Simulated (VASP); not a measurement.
Runs of VASP 6.6.1 on PtSe. It takes space group P-6m2 (No. 187, hexagonal). Conventional cell: a = 3.702 Å, b = 3.702 Å, c = 3.613 Å, α = 90.00°, β = 90.00°, γ = 120.00°. Pt (site symmetry -6m2) has 6 Se at 2.80 Å and 8 Pt at 3.61 to 3.70 Å within 3.8 Å. Within 3.8 Å of Se (site symmetry -6m2) lie 6 Pt at 2.80 Å and 8 Se at 3.61 to 3.70 Å. 

```tsv
level	share of exact exchange	screening parameter	gap on the mesh (eV)	pressure (GPa)
PBE-based screened hybrid with 25 % exact exchange	0.25	0.3 1/Å	none	-15.1
B3LYP	0.2	-	none	-8.8
PBE-based screened hybrid with 25 % exact exchange	0.25	0.2 1/Å	none	(b)
PBE-based screened hybrid with 20 % exact exchange	0.2	0.2 1/Å	none	-14.9
PBE-based screened hybrid with 40 % exact exchange	0.4	0.2 1/Å	none	(a)
```

Alike in all rows: task single point; potentials or basis VASP PAW PBE potentials, release 64 (Pt, Se); no spin polarisation; cell as given; k mesh 4 × 4 × 4; cutoff (eV) 400; smearing fermi-dirac 0.05 eV.

**Question.** Estimate the missing entries.

**Answer.** (a) -17.7; (b) -15.6.

Caveats: all runs use coarse meshes; the PAW data sets were made with another functional, which shifts forces and pressure a little; spin-orbit coupling is left out, which moves the levels of the heavy elements.

A k mesh can miss the band edges, and the runs leave out spin-orbit coupling on Pt, Se.

A gap of «none» marks levels without a gap at the run's occupations.
